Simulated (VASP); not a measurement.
# BeH (P6_3/mmc) in VASP: notebook

The runs below take BeH through single point, relaxation of cell and atoms, with PBE.

Program: VASP 6.6.1. These are calculated values, not measurements. Logs are shortened: lines on timing, memory, paths and dates and some standing lists are left out, and cuts for length are marked.

## Step 1: The cell of the first run

It takes space group P6_3/mmc (No. 194, hexagonal). The conventional cell has a = 2.733 Å, b = 2.733 Å, c = 3.815 Å, α = 90.00°, β = 90.00°, γ = 120.00°. Be (site symmetry -6m2) has 5 H at 1.58 to 1.91 Å within 2.1 Å. Within 2.1 Å of H (site symmetry -6m2) lie 5 Be at 1.58 to 1.91 Å.

## Step 2: Single point, PBE

INCAR

```
PREC     = Accurate       # precision mode
ENCUT    = 520            # plane-wave cutoff, eV
EDIFF    = 1E-6           # SCF threshold, eV
ISMEAR   = 0              # smearing method
SIGMA    = 0.1            # smearing width, eV
LREAL    = F              # projectors in reciprocal space
LASPH    = T              # aspherical terms in the spheres
NELM     = 100            # most SCF steps
ALGO     = Normal         # electronic algorithm
ISIF     = 2              # what is computed and relaxed
LWAVE    = F              # write WAVECAR
LCHARG   = T              # write CHGCAR
GGA      = PE             # functional
LELF     = T              # ELF
LVHAR    = T            
NBANDS   = 11             # bands
```

KPOINTS

```
Automatic mesh
0
Gamma
  12 12 6
```

POSCAR

```
BeH
1.0
    2.7329905257      0.0000000000      0.0000000000
   -1.3664952628      2.3668392236      0.0000000000
    0.0000000000      0.0000000000      3.8154777833
Be H
2 2
Direct
    0.3333333333      0.6666666667      0.2500000000
    0.6666666667      0.3333333333      0.7500000000
    0.6666666667      0.3333333333      0.2500000000
    0.3333333333      0.6666666667      0.7500000000
```

Potentials or basis: VASP PAW PBE potentials, release 64 (Be, H).

On the command line:

```sh
> cat potpaw_PBE.64/Be/POTCAR potpaw_PBE.64/H/POTCAR > POTCAR
> mpirun -np 1 vasp_std > vasp.out
```

OUTCAR:

```text
PREC = Accurate
   ENCUT = 520
   EDIFF = 1E-6
   ISMEAR = 0
   LREAL = F
   LASPH = T
   NELM = 100
   ISIF = 2
   GGA = PE

 ion  position               nearest neighbor table
   1  0.333  0.667  0.250-   3 1.58   3 1.58   3 1.58
   2  0.667  0.333  0.750-   4 1.58   4 1.58   4 1.58
   3  0.667  0.333  0.250-   1 1.58   1 1.58   1 1.58
   4  0.333  0.667  0.750-   2 1.58   2 1.58   2 1.58

  LATTYP: Found a hexagonal cell.
 ALAT       =     2.7329905257
 C/A-ratio  =     1.3960815990

  Lattice vectors:

 A1 = (   2.7329905257,   0.0000000000,   0.0000000000)
 A2 = (  -1.3664952628,   2.3668392236,   0.0000000000)
 A3 = (   0.0000000000,   0.0000000000,   3.8154777833)

Analysis of symmetry for initial positions (statically):
=====================================================================
 Subroutine PRICEL returns:
 Original cell was already a primitive cell.

 Routine SETGRP: Setting up the symmetry group for a
 hexagonal supercell.

 Subroutine GETGRP returns: Found 24 space group operations
 (whereof 12 operations were pure point group operations)
 out of a pool of 24 trial point group operations.

The static configuration has the point symmetry D_3d.
 The point group associated with its full space group is D_6h.

Analysis of symmetry for dynamics (positions and initial velocities):
=====================================================================
 Subroutine PRICEL returns:
 Original cell was already a primitive cell.

 Routine SETGRP: Setting up the symmetry group for a
 hexagonal supercell.

 Subroutine GETGRP returns: Found 24 space group operations
 (whereof 12 operations were pure point group operations)
 out of a pool of 24 trial point group operations.

The dynamic configuration has the point symmetry D_3d.
 The point group associated with its full space group is D_6h.

 Subroutine INISYM returns: Found 24 space group operations
 (whereof 12 operations are pure point group operations),
 and found     1 'primitive' translations

----------------------------------------------------------------------------------------

                                     Primitive cell

  volume of cell :      24.6806

  direct lattice vectors                    reciprocal lattice vectors
     2.732990526  0.000000000  0.000000000     0.365899549  0.211252203  0.000000000
    -1.366495263  2.366839224  0.000000000     0.000000000  0.422504406  0.000000000
     0.000000000  0.000000000  3.815477783     0.000000000  0.000000000  0.262090374

  length of vectors
[... 93 lines left out ...]
   ISYM   =      2    0-nonsym 1-usesym 2-fastsym
   POTIM  = 0.5000    time-step for ionic-motion
   TEBEG  =    0.0;   TEEND  =   0.0 temperature during run
   PSTRESS=    0.0 pullay stress
   NELECT =       6.0000    total number of electrons
   NUPDOWN=      -1.0000    fix difference up-down
   EMIN   =  10.00;   EMAX   =-10.00  energy-range for DOS
   EFERMI =   0.00;   METHOD = LEGACY
   ISMEAR =     0;   SIGMA  =   0.10  broadening in eV -4-tet -1-fermi 0-gaus
   EFERMI_NEDOS =   21; number of points for ismear=-14 and -15
   IALGO  =     38    algorithm
   IMIX   =      4    mixing-type and parameters
     AMIX     =   0.40;   BMIX     =  1.00
     AMIX_MAG =   1.60;   BMIX_MAG =  1.00
  volume/ion in A,a.u.               =       6.17        41.64
  Fermi-wavevector in a.u.,A,eV,Ry     =   1.021739  1.930807 14.203810  1.043951
  Thomas-Fermi vector in A             =   2.155380
   LORBIT       =      0    0 simple, 1 ext, 2 COOP (PROOUT), +10 PAW based schemes
   GGA     = PE    functional components
   LHFCALC =     F    Hartree Fock is set to
   AEXX    =    0.0000 exact exchange contribution
   IVDW    =     0    specifies the selected vdW correction
   LEPSILON=     F    determine dielectric tensor
   LRPA    =     F    only Hartree local field effects (RPA)
 non-spin polarized calculation
 Gauss-broadening in eV      SIGMA  =   0.10
  energy-cutoff  :      520.00
  volume of cell :       24.68
 maximum number of plane-waves:       676
   NGX = 11   NGY = 11   NGZ = 15

 number of electron       6.0000000 magnetization

 Free energy of the ion-electron system (eV)
  ---------------------------------------------------
  ext. energy  EPLUGINS =         0.00000000
  ---------------------------------------------------
  free energy    TOTEN  =       -11.79760313 eV

  energy without entropy =      -11.79201621  energy(sigma->0) =      -11.79480967

 E-fermi :   5.7531     XC(G=0): -10.1559

 val. band max:        5.7503385572   @ k =   0.3333   0.0833   0.0000
 cond. band min:       5.7787016854   @ k =   0.2500   0.2500   0.1667
 fundamental gap:      0.0283631282
 Fermi energy:         5.7531054976

 k-point     1 :       0.0000    0.0000    0.0000
  band No.  band energies     occupation
      1      -7.6045      2.00000
      2       0.0954      2.00000
      3       1.7106      2.00000
      4      13.1096      0.00000
      5      13.1096      0.00000
      6      16.4286      0.00000
      7      16.4286      0.00000
      8      17.4293      0.00000
      9      17.9651      0.00000
     10      20.0073      0.00000
     11      22.5985      0.00000
[... 309 lines left out ...]
 k-point    24 :       0.3333   -0.0000    0.1667
  band No.  band energies     occupation
      1      -5.2067      2.00000
      2      -1.0629      2.00000
      3       4.5041      2.00000
      4       7.7461      0.00000
      5       9.5346      0.00000
      6       9.8554      0.00000
      7      14.3737      0.00000
      8      15.1663      0.00000
      9      15.8567      0.00000
     10      18.4613      0.00000
     11      23.0866      0.00000

 [... further k-points ...]
[... 5 lines left out ...]
  --------------------------------------------------------------------------------------
  -------------------------------------------------------------------------------------
  Total       -0.0092345     -0.0092345     -0.0321607     -0.0000000      0.0000000      0.0000000
  in kB       -0.5994709     -0.5994709     -2.0877612     -0.0000000      0.0000000      0.0000000
  external PRESSURE =      -1.0955677 kB  Pullay stress =       0.0000000 kB

 VOLUME and BASIS-vectors are now :
 -----------------------------------------------------------------------------
  energy-cutoff  :      520.00
  volume of cell :       24.68
      direct lattice vectors                 reciprocal lattice vectors
     2.732990526  0.000000000  0.000000000     0.365899549  0.211252203  0.000000000
    -1.366495263  2.366839224  0.000000000     0.000000000  0.422504406  0.000000000
     0.000000000  0.000000000  3.815477783     0.000000000  0.000000000  0.262090374

 POSITION                                       TOTAL-FORCE (eV/Angst)
 -----------------------------------------------------------------------------------
     -0.00000      1.57789      0.95387         0.000000      0.000000      0.000000
      1.36650      0.78895      2.86161        -0.000000     -0.000000      0.000000
      1.36650      0.78895      0.95387        -0.000000     -0.000000      0.000000
     -0.00000      1.57789      2.86161         0.000000     -0.000000      0.000000
 -----------------------------------------------------------------------------------
    total drift:                                0.000000     -0.000000     -0.000000

  FREE ENERGIE OF THE ION-ELECTRON SYSTEM (eV)
  ---------------------------------------------------
  free  energy   TOTEN  =       -11.7976031254 eV

  energy  without entropy=      -11.7920162054  energy(sigma->0) =      -11.79480967
```

OSZICAR:

```text
N       E                     dE             d eps       ncg     rms          rms(c)
DAV:   1    -0.197474108461E+01   -0.19747E+01   -0.26693E+03  1696   0.453E+02
DAV:   2    -0.117679214008E+02   -0.97932E+01   -0.93743E+01  2192   0.763E+01
DAV:   3    -0.120550023472E+02   -0.28708E+00   -0.28482E+00  2056   0.969E+00
DAV:   4    -0.120554914932E+02   -0.48915E-03   -0.48907E-03  1892   0.452E-01
DAV:   5    -0.120554920706E+02   -0.57739E-06   -0.57791E-06  2005   0.157E-02    0.298E+00
DAV:   6    -0.118698985615E+02    0.18559E+00   -0.91955E-02  1810   0.133E+00    0.158E+00
DAV:   7    -0.117976091949E+02    0.72289E-01   -0.13174E-01  1801   0.169E+00    0.199E-01
DAV:   8    -0.117977441083E+02   -0.13491E-03   -0.29645E-03  1873   0.410E-01    0.685E-02
DAV:   9    -0.117975997145E+02    0.14439E-03   -0.22104E-04  1919   0.663E-02    0.518E-03
DAV:  10    -0.117976028757E+02   -0.31613E-05   -0.13683E-05  1941   0.226E-02    0.563E-03
DAV:  11    -0.117976031254E+02   -0.24970E-06   -0.12818E-06  1009   0.556E-03
   1 F= -.11797603E+02 E0= -.11794810E+02  d E =-.558692E-02
```

stdout:

```text
POSCAR found type information on POSCAR BeH
 POSCAR found :  2 types and       4 ions
 scaLAPACK will be used
 LDA part: xc-table for (Slater+PW92), standard interpolation
 POSCAR, INCAR and KPOINTS ok, starting setup
 FFT: planning ... GRIDC
 FFT: planning ... GRID_SOFT
 FFT: planning ... GRID
 WAVECAR not read
 entering main loop
```

Run time: 8.3 s. Hardware: 1 thread of Intel Xeon Platinum 8488C (Sapphire Rapids), shared host; peak memory 0.13 GiB.

Results:

| Item | Value |
| --- | --- |
| Free energy | -11.7976 eV |
| Pressure | -0.1 GPa |
| Band gap on the k mesh | zero (bands 3 and 4 overlap by 7.69 eV) |

Levels at points of the mesh, in eV from the Fermi level:
```
           k point  band 1  band 2  band 3  band 4  band 5  band 6  band 7  band 8
(0.00, 0.00, 0.00)  -13.36   -5.66   -4.04    7.36    7.36   10.68   10.68   11.68
(0.50, 0.00, 0.00)   -9.09   -8.04    0.38    0.99    3.11    3.20    3.79    9.72
(0.00, 0.00, 0.50)  -11.29  -11.29    5.81    5.81    9.13    9.13    9.13    9.13
(0.50, 0.00, 0.50)   -8.31   -8.31   -1.89   -1.89    5.48    5.48    8.58    8.58
```

## Step 3: Single point, PBE

This run uses another cell than the first one, of 6.16 Å³/atom.

INCAR

```
SYSTEM = BeH
PREC = Accurate
ENCUT = 520
EDIFF = 1E-6
ISMEAR = 0
SIGMA = 0.1
LREAL = .False.
LASPH = .True.
NELM = 100
ALGO = Normal
ISIF = 2
LWAVE = .False.
LCHARG = .False.
GGA = PE
NBANDS = 11
```

KPOINTS

```
regular mesh
0
Gamma
  12 12 10
  0 0 0
```

POSCAR

```
BeH
1.0
    2.7383636590      0.0000000000      0.0000000000
   -1.3691818295      2.3714924935      0.0000000000
    0.0000000000      0.0000000000      3.7924563172
Be H
2 2
Direct
    0.3333333333      0.6666666667      0.2500000000
    0.6666666667      0.3333333333      0.7500000000
    0.6666666667      0.3333333333      0.2500000000
    0.3333333333      0.6666666667      0.7500000000
```

Potentials or basis: VASP PAW PBE potentials, release 64 (Be, H).

On the command line:

```sh
> cat potpaw_PBE.64/Be/POTCAR potpaw_PBE.64/H/POTCAR > POTCAR
> mpirun -np 1 vasp_std > vasp.out
```

Wall time 11 s (1 thread of Intel Xeon Platinum 8488C (Sapphire Rapids), shared host); peak memory 0.14 GiB.

It converged, with:

```yaml
Free_energy: -11.7911 eV
Pressure: -0.1 GPa
Band_gap_on_the_k_mesh: zero (bands 3 and 4 overlap by 7.88 eV)
```

Levels at points of the mesh, in eV from the Fermi level:
```
           k point  band 1  band 2  band 3  band 4  band 5  band 6  band 7
(0.00, 0.00, 0.00)  -13.34   -5.53   -3.96    7.29    7.29   10.66   10.66
(0.50, 0.00, 0.00)   -9.09   -8.02    0.44    1.04    3.15    3.24    3.85
(0.00, 0.00, 0.50)  -11.25  -11.25    6.02    6.02    9.10    9.10    9.10
(0.50, 0.00, 0.50)   -8.29   -8.29   -1.86   -1.86    5.47    5.47    8.66
```

## Step 4: Relaxation of cell and atoms, PBE

This run uses another cell than the first one, of 3.95 Å³/atom.

INCAR

```
  PREC = Accurate
  ENCUT = 600
  EDIFF = 1E-6
  ISMEAR = 0
  SIGMA = 0.1
  LREAL = F
  LASPH = T
  NELM = 60
  ALGO = Normal
  ISIF = 3
  LWAVE = F
  LCHARG = F
  GGA = PE
  IBRION = 2
  NSW = 90
  EDIFFG = -0.0325
```

KPOINTS

```
Automatic mesh
0
Gamma
  12 12 6
```

POSCAR

```
BeH
1.0
    2.2601756489      0.0000000000      0.0000000000
   -1.1300878244      1.9573695290      0.0000000000
    0.0000000000      0.0000000000      3.5731252969
Be H
2 2
Direct
    0.3333333333      0.6666666667      0.2500000000
    0.6666666667      0.3333333333      0.7500000000
    0.6666666667      0.3333333333      0.2500000000
    0.3333333333      0.6666666667      0.7500000000
```

On the command line:

```sh
> cat potpaw_PBE.64/Be/POTCAR potpaw_PBE.64/H/POTCAR > POTCAR
> mpirun -np 1 vasp_std > vasp.out
```

It took 20 s on 1 thread of Intel Xeon Platinum 8488C (Sapphire Rapids), shared host; peak memory 0.13 GiB.

Results (log left out):

```yaml
Free_energy: -11.7831 eV
Relaxed_volume: 6.15 Å³/atom
Relaxed_cell: a = 2.729 Å, b = 2.729 Å, c = 3.811 Å, α = 90.00°, β = 90.00°, γ = 120.00°
Space_group_after_relaxing_to_0.1_Å: P6_3/mmc (No. 194)
Energy_gained_by_relaxing: 507.2 meV/atom
Ionic_steps: 7
Pressure_after_relaxing: 0.0 GPa
Band_gap_on_the_k_mesh: zero (bands 3 and 4 overlap by 7.71 eV)
```

Step by step:
```csv
step,energy change (eV),largest force (eV/Å),pressure (GPa),volume (Å³)
1,0.0000,0.0000,90.57,15.81
2,-1.8548,0.0000,16.81,21.45
3,-2.0103,0.0000,4.32,23.61
4,-2.0267,0.0000,0.25,24.56
5,-2.0270,0.0000,-0.50,24.76
6,-2.0278,0.0000,-0.37,24.71
7,-2.0287,0.0000,-0.03,24.58
```

Final structure:
```
CELL_PARAMETERS angstrom
2.72902 0.00000 0.00000
-1.36451 2.36340 0.00000
0.00000 0.00000 3.81149
ATOMIC_POSITIONS crystal
Be 0.33333 0.66667 0.25000
Be 0.66667 0.33333 0.75000
H 0.66667 0.33333 0.25000
H 0.33333 0.66667 0.75000
```

Levels at points of the mesh, in eV from the Fermi level:
| k point | band 1 | band 2 | band 3 | band 4 | band 5 | band 6 | band 7 |
| --- | --- | --- | --- | --- | --- | --- | --- |
| (0.00, 0.00, 0.00) | -13.39 | -5.67 | -4.06 | 7.38 | 7.38 | 10.71 | 10.71 |
| (0.50, 0.00, 0.00) | -9.11 | -8.06 | 0.38 | 0.99 | 3.12 | 3.21 | 3.80 |
| (0.00, 0.00, 0.50) | -11.31 | -11.31 | 5.82 | 5.82 | 9.16 | 9.16 | 9.16 |
| (0.50, 0.00, 0.50) | -8.33 | -8.33 | -1.89 | -1.89 | 5.50 | 5.50 | 8.60 |

Caveat: the volume moved by over 15 % at a fixed basis, so the end points are rough.

## Step 5: Single point, PBE

This run uses another cell than the first one, of 5.63 Å³/atom.

INCAR

```
SYSTEM = BeH
ALGO     = Normal         ! electronic algorithm
EDIFF    = 1E-6           ! SCF threshold, eV
ENCUT    = 520            ! plane-wave cutoff, eV
GGA      = PE             ! functional
ISIF     = 2              ! what is computed and relaxed
ISMEAR   = 0              ! smearing method
LASPH    = .TRUE.         ! aspherical terms in the spheres
LCHARG   = .FALSE.        ! write CHGCAR
LREAL    = .FALSE.        ! projectors in reciprocal space
LWAVE    = .FALSE.        ! write WAVECAR
NBANDS   = 11             ! bands
NELM     = 60             ! most SCF steps
PREC     = Accurate       ! precision mode
SIGMA    = 0.1            ! smearing width, eV
```

KPOINTS

```
k-points
0
G
  18 18 10
  0 0 0
```

POSCAR

```
BeH
1.0
    2.6757365043      0.0000000000      0.0000000000
   -1.3378682521      2.3172557865      0.0000000000
    0.0000000000      0.0000000000      3.6322280639
Be H
2 2
Direct
    0.3333333333      0.6666666667      0.2500000000
    0.6666666667      0.3333333333      0.7500000000
    0.0000000000      0.0000000000      0.5000000000
    0.0000000000      0.0000000000      0.0000000000
```

Potentials or basis: VASP PAW PBE potentials, release 64 (Be, H).

On the command line:

```sh
> cat potpaw_PBE.64/Be/POTCAR potpaw_PBE.64/H/POTCAR > POTCAR
> mpirun -np 1 vasp_std > vasp.out
```

OUTCAR:

```text
SYSTEM = BeH
   EDIFF = 1E-6
   ENCUT = 520
   GGA = PE
   ISIF = 2
   ISMEAR = 0
   LASPH = .TRUE.
   LREAL = .FALSE.
   NELM = 60
   PREC = Accurate

 ion  position               nearest neighbor table
   1  0.333  0.667  0.250-   2 2.38   2 2.38   2 2.38   2 2.38   2 2.38   2 2.38
   2  0.667  0.333  0.750-   1 2.38   1 2.38   1 2.38   1 2.38   1 2.38   1 2.38
   3  0.000  0.000  0.500-
   4  0.000  0.000  0.000-

  LATTYP: Found a hexagonal cell.
 ALAT       =     2.6757365043
[... 536 lines left out ...]
  FORCE on cell =-STRESS in cart. coord.  units (eV):
  Direction    XX          YY          ZZ          XY          YZ          ZX
  --------------------------------------------------------------------------------------
  -------------------------------------------------------------------------------------
  Total       -0.0029024     -0.0029024     -0.0109414     -0.0000000     -0.0000000      0.0000000
  in kB       -0.2064809     -0.2064809     -0.7783794     -0.0000000     -0.0000000      0.0000000
  external PRESSURE =      -0.3971137 kB  Pullay stress =       0.0000000 kB

 VOLUME and BASIS-vectors are now :
 -----------------------------------------------------------------------------
  energy-cutoff  :      520.00
  volume of cell :       22.52
      direct lattice vectors                 reciprocal lattice vectors
     2.675736504  0.000000000  0.000000000     0.373728877  0.215772468  0.000000000
    -1.337868252  2.317255787  0.000000000     0.000000000  0.431544936  0.000000000
     0.000000000  0.000000000  3.632228064     0.000000000  0.000000000  0.275313109

 POSITION                                       TOTAL-FORCE (eV/Angst)
 -----------------------------------------------------------------------------------
     -0.00000      1.54484      0.90806        -0.000000     -0.000000      0.000000
      1.33787      0.77242      2.72417         0.000000      0.000000      0.000000
      0.00000      0.00000      1.81611         0.000000      0.000000      0.000000
      0.00000      0.00000      0.00000         0.000000      0.000000      0.000000
 -----------------------------------------------------------------------------------
    total drift:                                0.000000     -0.000000      0.000000

  FREE ENERGIE OF THE ION-ELECTRON SYSTEM (eV)
  ---------------------------------------------------
  free  energy   TOTEN  =       -12.2657387660 eV

  energy  without entropy=      -12.2637157116  energy(sigma->0) =      -12.26472724
```

It took 21 s on 1 thread of Intel Xeon Platinum 8488C (Sapphire Rapids), shared host; peak memory 0.16 GiB.

Results:

- Free energy: -12.2657 eV
- Pressure: 0.0 GPa
- Band gap on the k mesh: zero (bands 3 and 4 overlap by 12.74 eV)

## Step 6: Summary

```csv
task,cell,k mesh,cutoff (eV),gap on the mesh (eV),pressure (GPa)
single point,"a = 2.733, b = 2.733, c = 3.815 Å, angles 90.0, 90.0, 120.0°, 4 atoms, atomic positions A",12 × 12 × 6,520,none,-0.1
single point,"a = 2.738, b = 2.738, c = 3.792 Å, angles 90.0, 90.0, 120.0°, 4 atoms, atomic positions A",12 × 12 × 10,520,none,-0.1
relaxation of cell and atoms,"relaxed from a = 2.260, b = 2.260, c = 3.573 Å, angles 90.0, 90.0, 120.0°, 4 atoms, atomic positions A",12 × 12 × 6,600,none,0.0
single point,"a = 2.676, b = 2.676, c = 3.632 Å, angles 90.0, 90.0, 120.0°, 4 atoms, atomic positions B",18 × 18 × 10,520,none,0.0
```

Alike in all rows: level PBE; potentials or basis VASP PAW PBE potentials, release 64 (Be, H); no spin polarisation; smearing gaussian 0.1 eV.

Caveats: the volume moved by over 15 % at a fixed basis, so the end points are rough (at least some runs).

Absolute energies hang on the potentials; compare differences alone.
